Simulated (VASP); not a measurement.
The system is Cr.

```
Cr
1.0
    -1.48445    1.48445    1.48445
     1.48445   -1.48445    1.48445
     1.48445    1.48445   -1.48445
Cr
1
Direct
  0.00000 0.00000 0.00000
```

Base run:

| Item | Value |
| --- | --- |
| Program | VASP 6.6.1 |
| Functional | PBE |
| Potentials or basis | VASP PAW PBE potentials, release 64 (Cr_sv) |
| Cutoff | 600 eV |
| k mesh | 10 × 10 × 10 |
| Occupations | fermi-dirac, width 0.05 eV |
| Spin | collinear spin, ferromagnetic start |
| Starting moments | [2.2] μB |
| Fixed moment | 2.2 μB |

Its results: pressure 2.0 GPa; site moments Cr +1.83 μB.

Problem. After a change of settings the same cell gave: pressure 44.8 GPa; site moments Cr +3.07 μB. Which change was it?
A. functional from PBE to PBEsol
B. potentials or basis from VASP PAW PBE potentials, release 64 (Cr_sv) to VASP PAW PBE potentials, release 64 (Cr_pv); cutoff from 600 eV to 520 eV; further incar settings from ALGO = Normal; EDIFF = 1e-06; NBANDS = 17 to ALGO = Normal; EDIFF = 1e-07; NBANDS = 16; valence electrons from 14 to 12
C. fixed moment from 2.2 μB to 3.8 μB; moments at the start from [2.2] to [3.8]
D. fixed moment from 2.2 μB to 1.5 μB; moments at the start from [2.2] to [1.5]

Solution. C.

Caveats: the total moment is fixed, so each spin has its own Fermi level.
